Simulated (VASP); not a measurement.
Write the native input for VASP 6.6.1 that does the following.

```
Task                   : single point
Functional             : PBE
Potentials or basis    : VASP PAW PBE potentials, release 64 (Si, N)
Cutoff                 : 520 eV
k mesh                 : 6 × 6 × 2
Occupations            : gaussian, width 0.1 eV
Spin                   : collinear spin, ferromagnetic start
Starting moments       : [0.0, 0.0, 0.42, 0.42, 0.42, 0.42] μB
Dipole correction      : no
Further INCAR settings : ALGO = Normal; EDIFF = 1e-07; NBANDS = 27
```

The structure of SiN2 lies in POSCAR:

```
SiN2
1.0
    2.8529982790      0.0000000000      0.0000000000
   -1.4264991395      2.4707689866      0.0000000000
    0.0000000000      0.0000000000     10.0784135251
Si N
2 4
Direct
    0.3333333333      0.6666666667      0.2500000000
    0.6666666667      0.3333333333      0.7500000000
    0.3333333333      0.6666666667      0.6625651688
    0.6666666667      0.3333333333      0.1625651688
    0.3333333333      0.6666666667      0.8374348312
    0.6666666667      0.3333333333      0.3374348312
```

These files were run (other wordings do the same):

INCAR

```
ALGO     = Normal         # electronic algorithm
EDIFF    = 1E-7           # SCF threshold, eV
ENCUT    = 520            # plane-wave cutoff, eV
GGA      = PE             # functional
ISIF     = 2              # what is computed and relaxed
ISMEAR   = 0              # smearing method
ISPIN    = 2              # spin polarisation
LASPH    = T              # aspherical terms in the spheres
LCHARG   = F              # write CHGCAR
LORBIT   = 11             # projections on sites
LREAL    = F              # projectors in reciprocal space
LWAVE    = F              # write WAVECAR
MAGMOM   = 0 0 0.42 0.42 0.42 0.42 # initial moments
NBANDS   = 27             # bands
NELM     = 150            # most SCF steps
PREC     = Accurate       # precision mode
SIGMA    = 0.1            # smearing width, eV
```

KPOINTS

```
k-points
0
Gamma
  6 6 2
```

Potentials or basis: VASP PAW PBE potentials, release 64 (Si, N).

Command:

```console
$ cat potpaw_PBE.64/Si/POTCAR potpaw_PBE.64/N/POTCAR > POTCAR
$ mpirun -np 1 vasp_std > vasp.out
```

It gave:

```
Pressure                                              : 0.2 GPa
Largest force                                         : 0.065 eV/Å
Band gap on the k mesh                                : 0.92 eV
Net moment                                            : 0.00 μB per cell
Valence electrons inside the program's atomic spheres : Si 1.49; N 3.73
```

Caveat: the k points lie up to 0.42 Å⁻¹ apart; this functional lacks dispersion, which binds layers or chains, so the pressure and a relaxed spacing across them are unreliable.

Run time: 35 s on 1 thread of Intel(R) Xeon(R) 6975P-C (Granite Rapids), on a shared host, peak memory 0.24 GiB.
